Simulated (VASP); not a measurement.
Write the native input for VASP 6.6.1 that does the following.

```yaml
Task: single point
Functional: PBE
Dispersion: D3(BJ)
Potentials_or_basis: VASP PAW PBE potentials, release 64 (Sn_d, O)
Cutoff: 520 eV
k_mesh: 10 × 10 × 4
Occupations: gaussian, width 0.1 eV
Spin: no spin polarisation
Dipole_correction: no
Further_INCAR_settings: ALGO = Normal; EDIFF = 1e-07; NBANDS = 50
```

The structure of SnO lies in POSCAR:

```
SnO
1.0
    2.7125066261     -2.7124990868      0.0000000000
    2.7125066261      2.7124990868      0.0000000000
    0.0000000000      0.0000000000      9.5178525369
Sn O
4 4
Direct
   -0.0001094705      0.0001094705      0.0002320636
    0.0001094705     -0.0001094705      0.5002320636
    0.5001267651      0.4998732349      0.2567722138
    0.4998732349      0.5001267651      0.7567722138
    1.0001760449      0.4998149195      0.3784978612
   -0.0001760449      0.5001850805      0.8784978612
    0.5001850805     -0.0001760449      0.3784978612
    0.4998149195      1.0001760449      0.8784978612
```

One way to write it, as run:

INCAR

```
SYSTEM = SnO
  ALGO = Normal
  EDIFF = 1E-7
  ENCUT = 520
  GGA = PE
  ISIF = 2
  ISMEAR = 0
  IVDW = 12
  LASPH = .True.
  LCHARG = .False.
  LREAL = .False.
  LWAVE = .False.
  NBANDS = 50
  NELM = 60
  PREC = Accurate
  SIGMA = 0.1
```

KPOINTS

```
k-points
0
Gamma
  10 10 4
  0 0 0
```

Potentials or basis: VASP PAW PBE potentials, release 64 (Sn_d, O).

Run with:

```sh
$ cat potpaw_PBE.64/Sn_d/POTCAR potpaw_PBE.64/O/POTCAR > POTCAR
$ mpirun -np 1 vasp_std > vasp.out
```

Results of the run:

The pressure is 0.3 GPa and the largest force is 0.084 eV/Å. The band gap on the k mesh is zero (filled and empty bands touch) and the dispersion energy per atom is -0.235 eV.

Caveat: spin-orbit coupling is left out, which moves the levels of the heavy elements; pairwise dispersion overbinds metals, which lowers pressure and volume.

Run time: 8 min on 1 thread of AMD EPYC 9R45 96-Core Processor (Zen 5), with other jobs on the host, peak memory 0.53 GiB.
